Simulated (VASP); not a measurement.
Input of a VASP 6.6.1 run:

File INCAR:

```
SYSTEM = KMgF3
ALGO = Normal ; EDIFF = 1E-6
ENCUT = 520 ; GGA = PE
ISIF = 2 ; ISMEAR = 0
LASPH = .TRUE. ; LCHARG = .FALSE.
LREAL = .FALSE. ; LWAVE = .FALSE.
NBANDS = 24 ; NELM = 60
PREC = Accurate ; SIGMA = 0.05
```

Contents of KPOINTS:

```
k-points
0
G
  6 6 6
  0 0 0
```

POSCAR

```
KMgF3
1.0
    3.6670280000      0.0000000000      0.0000000000
    0.0000000000      3.6670280000      0.0000000000
    0.0000000000      0.0000000000      3.6670280000
K Mg F
1 1 3
Direct
    0.5000000000      0.5000000000      0.5000000000
    0.0000000000      0.0000000000      0.0000000000
    0.5000000000      0.0000000000      0.0000000000
    0.0000000000      0.5000000000      0.0000000000
    0.0000000000      0.0000000000      0.5000000000
```

Potentials or basis: VASP PAW PBE potentials, release 64 (K_sv, Mg, F).

Command:

```bash
$ cat potpaw_PBE.64/K_sv/POTCAR potpaw_PBE.64/Mg/POTCAR potpaw_PBE.64/F/POTCAR > POTCAR
$ mpirun -np 1 vasp_std > vasp.out
```

**Question.** What does it give for the band gap on the k mesh?

**Answer.** 9.51 eV (least direct gap 9.80 eV).

**Question.** Predict the pressure.

**Answer.** 39.0 GPa.

Caveat: the cell differs from its parent crystal (strain -0.080 along x and y, -0.080 along z); the cell stands under pressure. A k mesh can miss the band edges.
